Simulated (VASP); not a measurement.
# RbBr2 (P4/mmm) in VASP: a series of runs

RbBr2 is run at these levels: PBE; tasks: single point, relaxation of cell and atoms.

All numbers are computed with VASP 6.6.1; they aren't measurements. Logs are shortened: lines on timing, memory, paths and dates and some standing lists are left out, and cuts for length are marked.

**1. The cell of the first run**

The structure is tetragonal, space group P4/mmm (No. 123). The conventional cell has a = 3.802 Å, b = 3.802 Å, c = 4.795 Å, α = 90.00°, β = 90.00°, γ = 90.00°. Within 4.0 Å of Rb (site symmetry 4/mmm) lie 8 Br at 3.06 Å and 4 Rb at 3.80 Å. Br (site symmetry mmm) has 4 Br at 2.69 Å and 4 Rb at 3.06 Å within 3.5 Å.

**2. Single point, PBE**

INCAR reads:

```
SYSTEM = RbBr2
ALGO = Normal
EDIFF = 1E-7
ENCUT = 520
GGA = PE
ISIF = 2
ISMEAR = 0
LASPH = .True.
LCHARG = .False.
LREAL = .False.
LWAVE = .False.
NBANDS = 18
NELM = 80
PREC = Accurate
SIGMA = 0.1
```

KPOINTS reads:

```
k-points
0
Gamma
  4 4 4
  0 0 0
```

POSCAR reads:

```
RbBr2
1.0
    3.8024836900      0.0000000000      0.0000000000
    0.0000000000      3.8024836900      0.0000000000
    0.0000000000      0.0000000000      4.7953642000
Rb Br
1 2
Direct
    0.0000000000      0.0000000000      0.5000000000
    0.0000000000      0.5000000000      0.0000000000
    0.5000000000      0.0000000000      0.0000000000
```

Potentials or basis: VASP PAW PBE potentials, release 64 (Rb_sv, Br).

On the command line:

```bash
> cat potpaw_PBE.64/Rb_sv/POTCAR potpaw_PBE.64/Br/POTCAR > POTCAR
> mpirun -np 1 vasp_std > vasp.out
```

OUTCAR:

```text
SYSTEM = RbBr2
   EDIFF = 1E-7
   ENCUT = 520
   GGA = PE
   ISIF = 2
   ISMEAR = 0
   LASPH = .True.
   LREAL = .False.
   NELM = 80
   PREC = Accurate

 ion  position               nearest neighbor table
   1  0.000  0.000  0.500-   2 3.06   3 3.06   2 3.06   3 3.06   2 3.06   2 3.06   3 3.06   3 3.06

   2  0.000  0.500  0.000-   3 2.69   3 2.69   3 2.69   3 2.69   1 3.06   1 3.06   1 3.06   1 3.06

   3  0.500  0.000  0.000-   2 2.69   2 2.69   2 2.69   2 2.69   1 3.06   1 3.06   1 3.06   1 3.06

  LATTYP: Found a simple tetragonal cell.
 ALAT       =     3.8024836900
 C/A-ratio  =     1.2611136801

  Lattice vectors:

 A1 = (   3.8024836900,   0.0000000000,   0.0000000000)
 A2 = (   0.0000000000,   3.8024836900,   0.0000000000)
 A3 = (   0.0000000000,   0.0000000000,   4.7953642000)

Analysis of symmetry for initial positions (statically):
=====================================================================
 Subroutine PRICEL returns:
 Original cell was already a primitive cell.

 Routine SETGRP: Setting up the symmetry group for a
 simple tetragonal supercell.

 Subroutine GETGRP returns: Found 16 space group operations
 (whereof 16 operations were pure point group operations)
 out of a pool of 16 trial point group operations.

The static configuration has the point symmetry D_4h.

Analysis of symmetry for dynamics (positions and initial velocities):
=====================================================================
 Subroutine PRICEL returns:
 Original cell was already a primitive cell.

 Routine SETGRP: Setting up the symmetry group for a
 simple tetragonal supercell.

 Subroutine GETGRP returns: Found 16 space group operations
 (whereof 16 operations were pure point group operations)
 out of a pool of 16 trial point group operations.

The dynamic configuration has the point symmetry D_4h.

 Subroutine INISYM returns: Found 16 space group operations
 (whereof 16 operations are pure point group operations),
 and found     1 'primitive' translations

----------------------------------------------------------------------------------------

                                     Primitive cell

  volume of cell :      69.3356

  direct lattice vectors                    reciprocal lattice vectors
     3.802483690  0.000000000  0.000000000     0.262986006  0.000000000  0.000000000
     0.000000000  3.802483690  0.000000000     0.000000000  0.262986006  0.000000000
     0.000000000  0.000000000  4.795364200     0.000000000  0.000000000  0.208534734

  length of vectors
     3.802483690  3.802483690  4.795364200     0.262986006  0.262986006  0.208534734

  position of ions in fractional coordinates (direct lattice)
     0.000000000  0.000000000  0.500000000
     0.000000000  0.500000000  0.000000000
     0.500000000  0.000000000  0.000000000

  ion indices of the primitive-cell ions
   primitive index   ion index
                 1           1
                 2           2
                 3           3

----------------------------------------------------------------------------------------

 KPOINTS: k-points

Automatic generation of k-mesh.
 Grid dimensions read from file:
 generate k-points for:    4    4    4

 Generating k-lattice:

  Cartesian coordinates                     Fractional coordinates (reciprocal lattice)
     0.065746502  0.000000000  0.000000000     0.250000000  0.000000000  0.000000000
     0.000000000  0.065746502  0.000000000     0.000000000  0.250000000  0.000000000
     0.000000000  0.000000000  0.052133684     0.000000000  0.000000000  0.250000000

  Length of vectors
     0.065746502  0.065746502  0.052133684

  Shift w.r.t. Gamma in fractional coordinates (k-lattice)
     0.000000000  0.000000000  0.000000000

 Subroutine IBZKPT returns following result:
 ===========================================

 Found     18 irreducible k-points:

 Following reciprocal coordinates:
            Coordinates               Weight
  0.000000  0.000000  0.000000      1.000000
  0.250000  0.000000  0.000000      4.000000
  0.500000  0.000000  0.000000      2.000000
  0.250000  0.250000  0.000000      4.000000
  0.500000  0.250000  0.000000      4.000000
  0.500000  0.500000  0.000000      1.000000
[... 10 lines left out ...]
  0.500000  0.250000  0.500000      4.000000
  0.500000  0.500000  0.500000      1.000000
   k-points           NKPTS =     18   k-points in BZ     NKDIM =     18   number of bands    NBANDS=     18
   number of dos      NEDOS =    301   number of ions     NIONS =      3
   total plane-waves  NPLWV =  28224
   dimension x,y,z NGX =    28 NGY =   28 NGZ =   36
   dimension x,y,z NGXF=    56 NGYF=   56 NGZF=   72
   ions per type =               1   2
   NGX,Y,Z   is equivalent  to a cutoff of  12.24, 12.24, 12.48 a.u.
   NGXF,Y,Z  is equivalent  to a cutoff of  24.48, 24.48, 24.96 a.u.
 SYSTEM =  RbBr2
   PREC   = accura    normal or accurate (medium, high low for compatibility)
   ISTART =      0    job   : 0-new  1-cont  2-samecut
   ICHARG =      2    charge: 1-file 2-atom 10-const
   ISPIN  =      1    spin polarized calculation?
   LNONCOLLINEAR =      F non collinear calculations
   LSORBIT =      F    spin-orbit coupling
   LASPH  =      T    aspherical Exc in radial PAW
   ENCUT  =  520.0 eV  38.22 Ry    6.18 a.u.   7.07  7.07  8.92*2*pi/ulx,y,z
   NELM   =     80;   NELMIN=  2; NELMDL= -5     # of ELM steps
   EDIFF  = 0.1E-06   stopping-criterion for ELM
   LREAL  =      F    real-space projection
   EDIFFG = 0.1E-05   stopping-criterion for IOM
   NSW    =      0    number of steps for IOM
   IBRION =     -1    ionic relax: 0-MD 1-quasi-New 2-CG
   NFREE  =      0    steps in history (QN), initial steepest desc. (CG)
   ISIF   =      2    stress and relaxation
   ISYM   =      2    0-nonsym 1-usesym 2-fastsym
   POTIM  = 0.5000    time-step for ionic-motion
   TEBEG  =    0.0;   TEEND  =   0.0 temperature during run
   PSTRESS=    0.0 pullay stress
   NELECT =      23.0000    total number of electrons
   NUPDOWN=      -1.0000    fix difference up-down
   EMIN   =  10.00;   EMAX   =-10.00  energy-range for DOS
   EFERMI =   0.00;   METHOD = LEGACY
   ISMEAR =     0;   SIGMA  =   0.10  broadening in eV -4-tet -1-fermi 0-gaus
   EFERMI_NEDOS =   21; number of points for ismear=-14 and -15
   IALGO  =     38    algorithm
   IMIX   =      4    mixing-type and parameters
     AMIX     =   0.40;   BMIX     =  1.00
     AMIX_MAG =   1.60;   BMIX_MAG =  1.00
  volume/ion in A,a.u.               =      23.11       155.97
  Fermi-wavevector in a.u.,A,eV,Ry     =   1.133266  2.141563 17.473863  1.284293
  Thomas-Fermi vector in A             =   2.269969
   LORBIT       =      0    0 simple, 1 ext, 2 COOP (PROOUT), +10 PAW based schemes
   GGA     = PE    functional components
   LHFCALC =     F    Hartree Fock is set to
   AEXX    =    0.0000 exact exchange contribution
   IVDW    =     0    specifies the selected vdW correction
   LEPSILON=     F    determine dielectric tensor
   LRPA    =     F    only Hartree local field effects (RPA)
 non-spin polarized calculation
 Gauss-broadening in eV      SIGMA  =   0.10
  energy-cutoff  :      520.00
  volume of cell :       69.34
 maximum number of plane-waves:      1892
   NGX = 15   NGY = 15   NGZ = 17

 number of electron      22.9999995 magnetization

 Free energy of the ion-electron system (eV)
  ---------------------------------------------------
  ext. energy  EPLUGINS =         0.00000000
  ---------------------------------------------------
  free energy    TOTEN  =        -3.93113927 eV

  energy without entropy =       -3.93083424  energy(sigma->0) =       -3.93098675

 E-fermi :   5.2956     XC(G=0):  -9.5631

 val. band max:        5.0949760259   @ k =   0.5000   0.2500   0.5000
 cond. band min:       5.4526185110   @ k =   0.0000   0.0000   0.0000
 fundamental gap:      0.3576424851
 Fermi energy:         5.2955816888

 k-point     1 :       0.0000    0.0000    0.0000
  band No.  band energies     occupation
      1     -22.6420      2.00000
      2     -13.0968      2.00000
      3      -8.7860      2.00000
      4      -7.3219      2.00000
      5      -6.6644      2.00000
      6      -6.6644      2.00000
[... 10 lines left out ...]
     17       9.8785      0.00000
     18      12.1075      0.00000

 k-point     2 :       0.2500    0.0000    0.0000
  band No.  band energies     occupation
      1     -22.6100      2.00000
      2     -12.6690      2.00000
      3      -9.8053      2.00000
      4      -7.1816      2.00000
      5      -6.7130      2.00000
      6      -6.6171      2.00000
[... 10 lines left out ...]
     17      11.2690      0.00000
     18      12.3957      0.00000

 k-point     3 :       0.5000    0.0000    0.0000
  band No.  band energies     occupation
      1     -22.5776      2.00000
      2     -11.5647      2.00000
      3     -11.3557      2.00000
      4      -7.0293      2.00000
      5      -6.8861      2.00000
      6      -6.5693      2.00000
[... 10 lines left out ...]
     17      12.8550      0.00000
     18      12.8745      0.00000

 k-point     4 :       0.2500    0.2500    0.0000
  band No.  band energies     occupation
      1     -22.5790      2.00000
      2     -12.2951      2.00000
      3     -10.2469      2.00000
      4      -7.0489      2.00000
      5      -6.8339      2.00000
      6      -6.6172      2.00000
[... 10 lines left out ...]
     17      11.5481      0.00000
     18      12.5980      0.00000

 k-point     5 :       0.5000    0.2500    0.0000
  band No.  band energies     occupation
      1     -22.5475      2.00000
      2     -11.3779      2.00000
      3     -11.2599      2.00000
      4      -6.9056      2.00000
      5      -6.8380      2.00000
      6      -6.7274      2.00000
[... 10 lines left out ...]
     17      12.1023      0.00000
     18      13.5449      0.00000

 k-point     6 :       0.5000    0.5000    0.0000
  band No.  band energies     occupation
      1     -22.5170      2.00000
      2     -11.1693      2.00000
      3     -11.1693      2.00000
      4      -6.7880      2.00000
      5      -6.7880      2.00000
      6      -6.7725      2.00000
[... 10 lines left out ...]
     17      12.6786      0.00000
     18      14.5900      0.00000

 k-point     7 :       0.0000    0.0000    0.2500
  band No.  band energies     occupation
      1     -22.6315      2.00000
      2     -13.2570      2.00000
      3      -8.7705      2.00000
      4      -6.8383      2.00000
      5      -6.6232      2.00000
      6      -6.6232      2.00000
[... 10 lines left out ...]
     17      10.8832      0.00000
     18      12.4365      0.00000

 k-point     8 :       0.2500    0.0000    0.2500
  band No.  band energies     occupation
      1     -22.6012      2.00000
      2     -12.7957      2.00000
      3      -9.7707      2.00000
      4      -6.9614      2.00000
      5      -6.6938      2.00000
      6      -6.5825      2.00000
[... 10 lines left out ...]
     17      11.5425      0.00000
     18      12.2264      0.00000
[... 103 lines left out ...]
     17      12.7001      0.00000
     18      13.0477      0.00000

 k-point    14 :       0.2500    0.0000    0.5000
  band No.  band energies     occupation
      1     -22.5923      2.00000
      2     -12.9158      2.00000
      3      -9.7211      2.00000
      4      -7.0495      2.00000
      5      -6.5469      2.00000
      6      -6.3599      2.00000
[... 10 lines left out ...]
     17      11.2716      0.00000
     18      12.2971      0.00000

 k-point    15 :       0.5000    0.0000    0.5000
  band No.  band energies     occupation
      1     -22.5635      2.00000
      2     -11.6734      2.00000
      3     -11.3996      2.00000
      4      -7.4520      2.00000
      5      -6.5127      2.00000
      6      -6.3595      2.00000
[... 10 lines left out ...]
     17      13.1333      0.00000
     18      14.3309      0.00000

 k-point    16 :       0.2500    0.2500    0.5000
  band No.  band energies     occupation
      1     -22.5644      2.00000
      2     -12.4696      2.00000
      3     -10.0954      2.00000
      4      -7.0240      2.00000
      5      -6.9731      2.00000
      6      -6.6533      2.00000
[... 10 lines left out ...]
     17      11.8295      0.00000
     18      11.8420      0.00000

 k-point    17 :       0.5000    0.2500    0.5000
  band No.  band energies     occupation
      1     -22.5361      2.00000
      2     -11.3767      2.00000
      3     -11.2104      2.00000
      4      -7.3904      2.00000
      5      -6.9470      2.00000
      6      -6.8230      2.00000
[... 10 lines left out ...]
     17      11.9841      0.00000
     18      13.9599      0.00000

 k-point    18 :       0.5000    0.5000    0.5000
  band No.  band energies     occupation
      1     -22.5084      2.00000
      2     -10.9987      2.00000
      3     -10.9987      2.00000
      4      -7.4115      2.00000
      5      -7.3271      2.00000
      6      -7.3271      2.00000
[... 10 lines left out ...]
     17      14.9731      0.00000
     18      15.1017      0.00000

------------------------ aborting loop because EDIFF is reached ----------------------------------------

  FORCE on cell =-STRESS in cart. coord.  units (eV):
  Direction    XX          YY          ZZ          XY          YZ          ZX
  --------------------------------------------------------------------------------------
  -------------------------------------------------------------------------------------
  Total       16.8951740     16.8951740      7.5610560      0.0000000      0.0000000      0.0000000
  in kB      390.4064066    390.4064066    174.7176256      0.0000000      0.0000000      0.0000000
  external PRESSURE =     318.5101463 kB  Pullay stress =       0.0000000 kB

 VOLUME and BASIS-vectors are now :
 -----------------------------------------------------------------------------
  energy-cutoff  :      520.00
  volume of cell :       69.34
      direct lattice vectors                 reciprocal lattice vectors
     3.802483690  0.000000000  0.000000000     0.262986006  0.000000000  0.000000000
     0.000000000  3.802483690  0.000000000     0.000000000  0.262986006  0.000000000
     0.000000000  0.000000000  4.795364200     0.000000000  0.000000000  0.208534734

 POSITION                                       TOTAL-FORCE (eV/Angst)
 -----------------------------------------------------------------------------------
      0.00000      0.00000      2.39768         0.000000      0.000000      0.000000
      0.00000      1.90124      0.00000         0.000000      0.000000      0.000000
      1.90124      0.00000      0.00000         0.000000      0.000000      0.000000
 -----------------------------------------------------------------------------------
    total drift:                                0.000000      0.000000     -0.000000

  FREE ENERGIE OF THE ION-ELECTRON SYSTEM (eV)
  ---------------------------------------------------
  free  energy   TOTEN  =        -3.9311392663 eV

  energy  without entropy=       -3.9308342383  energy(sigma->0) =       -3.93098675
```

It took 14 s on 1 thread of Intel Xeon Platinum 8488C (Sapphire Rapids), shared host; peak memory 0.17 GiB.

What came out:

```yaml
Free_energy: -3.9311 eV
Pressure: 31.9 GPa
Band_gap_on_the_k_mesh: zero (an odd number of electrons rules out a gap without spin polarisation)
```

Stress tensor (GPa, compression positive):
```
39.04  0.00  0.00
 0.00 39.04  0.00
 0.00  0.00 17.47
```

Levels at points of the mesh, in eV from the Fermi level:
```
           k point  band 8  band 9  band 10  band 11  band 12  band 13  band 14  band 15
(0.00, 0.00, 0.00)   -6.23   -4.89    -2.56     0.16     0.28     0.28     3.13     3.43
(0.50, 0.00, 0.00)   -4.23   -4.08    -4.03    -3.85    -3.75     2.79     4.36     5.56
(0.50, 0.50, 0.00)   -8.32   -4.76    -4.76     1.50     1.79     2.75     4.14     7.06
(0.00, 0.00, 0.50)   -6.56   -6.56    -3.22     0.19     0.19     2.53     3.22     5.85
(0.50, 0.00, 0.50)   -4.44   -4.09    -4.01    -3.79    -3.61     4.15     4.92     4.96
(0.50, 0.50, 0.50)   -7.17   -3.73    -3.73     0.59     1.57     1.81     3.66     5.57
```

Caveat: the k points lie up to 0.41 Å⁻¹ apart, too coarse for converged energies and pressures of a metal; an odd number of electrons without spin polarisation forces a metal; a magnetic or distorted state may lie lower.

**3. Single point, PBE**

This run uses another cell than the first one, of 40.11 Å³/atom.

INCAR reads:

```
SYSTEM = RbBr2
PREC     = Accurate       ! precision mode
ENCUT    = 520            ! plane-wave cutoff, eV
EDIFF    = 1E-7           ! SCF threshold, eV
ISMEAR   = 0              ! smearing method
SIGMA    = 0.1            ! smearing width, eV
LREAL    = .False.        ! projectors in reciprocal space
LASPH    = .True.         ! aspherical terms in the spheres
NELM     = 80             ! most SCF steps
ALGO     = Normal         ! electronic algorithm
ISIF     = 2              ! what is computed and relaxed
LWAVE    = .False.        ! write WAVECAR
LCHARG   = .False.        ! write CHGCAR
GGA      = PE             ! functional
NBANDS   = 18             ! bands
```

KPOINTS reads:

```
Automatic mesh
0
Gamma
  4 4 4
  0 0 0
```

POSCAR reads:

```
RbBr2
1.0
    4.8698870170      0.0000000000      0.0000000000
    0.0000000000      4.8698870170      0.0000000000
    0.0000000000      0.0000000000      5.0739862360
Rb Br
1 2
Direct
    0.0000000000      0.0000000000      0.5000000000
    0.0000000000      0.5000000000      0.0000000000
    0.5000000000      0.0000000000      0.0000000000
```

Potentials or basis: VASP PAW PBE potentials, release 64 (Rb_sv, Br).

On the command line:

```bash
> cat potpaw_PBE.64/Rb_sv/POTCAR potpaw_PBE.64/Br/POTCAR > POTCAR
> mpirun -np 1 vasp_std > vasp.out
```

It took 20 s on 1 thread of Intel Xeon Platinum 8488C (Sapphire Rapids), shared host; peak memory 0.22 GiB.

Results (log left out):

```yaml
Free_energy: -7.1744 eV
Pressure: 0.0 GPa
Band_gap_on_the_k_mesh: zero (an odd number of electrons rules out a gap without spin polarisation)
```

Levels at points of the mesh, in eV from the Fermi level:
```tsv
k point	band 9	band 10	band 11	band 12	band 13	band 14
(0.00, 0.00, 0.00)	-1.63	-0.83	0.06	0.06	3.77	5.50
(0.50, 0.00, 0.00)	-1.38	-1.31	-1.22	-1.22	5.29	6.06
(0.50, 0.50, 0.00)	-1.43	-1.43	0.28	0.47	6.47	7.19
(0.00, 0.00, 0.50)	-2.30	-1.16	0.03	0.03	5.98	7.07
(0.50, 0.00, 0.50)	-1.44	-1.39	-1.35	-1.17	6.72	7.22
(0.50, 0.50, 0.50)	-1.37	-1.37	0.31	0.49	4.87	6.48
```

Caveat: an odd number of electrons without spin polarisation forces a metal; a magnetic or distorted state may lie lower.

(Part 1 of 2 ends here.)
